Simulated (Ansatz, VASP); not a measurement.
# One calculation of BiTe, two programs

```
Bi Te
1.0
     0.00000    3.35614    3.35614
     3.35614    0.00000    3.35614
     3.35614    3.35614    0.00000
Bi Te
1 1
Direct
  0.00000 0.00000 0.00000
  0.50000 0.50000 0.50000
```

Alike in both runs: task single point; functional PBE; k mesh 12 × 12 × 12; occupations gaussian, width 0.1 eV; no spin polarisation.

```csv
,VASP,Ansatz
version,VASP 6.6.1,Ansatz 0.2.0
potentials or method,"VASP PAW PBE potentials, release 64 (Bi_d, Te), cutoff 520 eV","scalar-relativistic, plane waves, PAW"
valence electrons in the cell,21,31
```

|  | VASP | Ansatz | Ansatz less VASP |
| --- | --- | --- | --- |
| gap on the k mesh at the Fermi level (eV) | none | none | - |
| pressure (GPa) | -3.6 | -3.6 | +0.07 |

A gap of «none» marks a metal or a gap that the smearing closes. VASP's potentials hold 21 valence electrons a cell and Ansatz's 31, so a difference there can come from the potentials and not from the codes.

Neither program's run includes spin-orbit coupling.
